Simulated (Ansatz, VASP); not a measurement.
**One calculation of Hf2TiN3, two programs**

INCAR

```
  PREC = Accurate
  ENCUT = 600
  EDIFF = 1E-6
  ISMEAR = 0
  SIGMA = 0.1
  LREAL = F
  LASPH = T
  NELM = 80
  ALGO = Normal
  ISIF = 3
  LWAVE = F
  LCHARG = F
  GGA = PE
  IBRION = 2
  NSW = 100
  EDIFFG = -0.01
```

The input KPOINTS:

```
Automatic mesh
0
Gamma
  12 12 6
```

POSCAR

```
Hf2TiN3
1.0
    3.1553469398      0.0000000000      0.0000000000
   -1.5776734699      2.7326106076      0.0000000000
    0.0000000000      0.0000000000      7.7095020350
Hf Ti N
2 1 3
Direct
    0.3333333333      0.6666666667      0.6742633361
    0.6666666667      0.3333333333      0.3257366639
    0.0000000000      0.0000000000      0.0000000000
    0.6666666667      0.3333333333      0.8426788819
    0.0000000000      0.0000000000      0.5000000000
    0.3333333333      0.6666666667      0.1573211181
```

Input for Ansatz:

```yaml
crystal:
  lattice:
    - [3.1553469398, 0.0, 0.0]
    - [-1.5776734699, 2.7326106076, 0.0]
    - [0.0, 0.0, 7.709502035]
  atoms:
    - { symbol: Hf, position: [0.3333333333, 0.6666666667, 0.6742633361] }
    - { symbol: Hf, position: [0.6666666667, 0.3333333333, 0.3257366639] }
    - { symbol: Ti, position: [0.0, 0.0, 0.0] }
    - { symbol: "N", position: [0.6666666667, 0.3333333333, 0.8426788819] }
    - { symbol: "N", position: [0.0, 0.0, 0.5] }
    - { symbol: "N", position: [0.3333333333, 0.6666666667, 0.1573211181] }
basis:
  ecutwfc: 420
kpoints:
  mp_grid: { grid: [12, 12, 6] }
hamiltonian:
  xc: pbe
scf:
  occupations: { method: gaussian, width: 0.1 }
output:
  forces: true
  stress: true
  eigenvalues: true
  write_density: true
  write_potential: true
  elf: true
  volumetric_format: npy
relax:
  adjacent_minimum: "off"
  f_tol: 0.01
  max_steps: 80
  cell: { stress_tol: 0.05 }
```

Alike in both runs: task relaxation of cell and atoms; functional PBE; k mesh 12 × 12 × 6; occupations gaussian, width 0.1 eV; no spin polarisation.

|  | VASP | Ansatz |
| --- | --- | --- |
| version | VASP 6.6.1 | Ansatz 0.2.0 |
| potentials or method | VASP PAW PBE potentials, release 64 (Hf_pv, Ti_sv, N), cutoff 600 eV | scalar-relativistic, plane waves, PAW |
| valence electrons in the cell | 47 | 79 |

|  | VASP | Ansatz | Ansatz less VASP |
| --- | --- | --- | --- |
| gap on the k mesh at the Fermi level, each at its own relaxed structure (eV) | none | none | - |
| relaxed volume (Å³/atom) | 11.02 | 11.09 | +0.064 |
| relaxed cell length with the largest relative difference (Å) | 7.655 | 7.674 | +0.0189 |

A gap of «none» marks a metal or a gap that the smearing closes. VASP's potentials hold 47 valence electrons a cell and Ansatz's 79, so a difference there can come from the potentials and not from the codes.

Spin-orbit coupling is off throughout.
